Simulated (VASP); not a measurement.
A run of VASP 6.6.1:

Contents of POSCAR:

```
SiC
1.0
    0.0000000000      2.1781449855      2.1781449855
    2.1781449855      0.0000000000      2.1781449855
    2.1781449855      2.1781449855      0.0000000000
Si C
1 1
Direct
    0.0000000000      0.0000000000      0.0000000000
    0.6811340609      0.6811340609      0.7214747940
```

File INCAR.step1:

```
PREC     = Accurate       # precision mode
ENCUT    = 520            # plane-wave cutoff, eV
ISMEAR   = 0              # smearing method
SIGMA    = 0.05           # smearing width, eV
LREAL    = False          # projectors in reciprocal space
LASPH    = True           # aspherical terms in the spheres
NELM     = 60             # most SCF steps
NBANDS   = 11             # bands
GGA      = PE             # functional
ALGO     = Normal         # electronic algorithm
EDIFF    = 1E-4           # SCF threshold, eV
LWAVE    = True           # write WAVECAR
LCHARG   = False          # write CHGCAR
```

File INCAR.step2:

```
PREC     = Accurate       # precision mode
ENCUT    = 520            # plane-wave cutoff, eV
EDIFF    = 1E-6           # SCF threshold, eV
ISMEAR   = 0              # smearing method
SIGMA    = 0.05           # smearing width, eV
LREAL    = False          # projectors in reciprocal space
LASPH    = True           # aspherical terms in the spheres
NELM     = 60             # most SCF steps
ALGO     = Normal         # electronic algorithm
ISIF     = 2              # what is computed and relaxed
LWAVE    = False          # write WAVECAR
LCHARG   = False          # write CHGCAR
METAGGA  = R2SCAN         # meta-GGA
LMIXTAU  = True         
NBANDS   = 11             # bands
ISTART   = 1
```

File KPOINTS:

```
Automatic mesh
0
Gamma
  10 10 10
```

Potentials or basis: VASP PAW PBE potentials, release 64 (Si, C).

Run with:

```sh
$ cat potpaw_PBE.64/Si/POTCAR potpaw_PBE.64/C/POTCAR > POTCAR
$ cp INCAR.step1 INCAR
$ mpirun -np 1 vasp_std > vasp.out
$ cp INCAR.step2 INCAR
$ mpirun -np 1 vasp_std > vasp.out
```

Hardware: 1 thread of Intel Xeon 8259CL (shared host).

**Question.** Estimate the wall time of this run.

**Answer.** Run time: 3.4 min on 1 thread of Intel Xeon 8259CL (shared host), peak memory 0.19 GiB. Counts: k points 282.
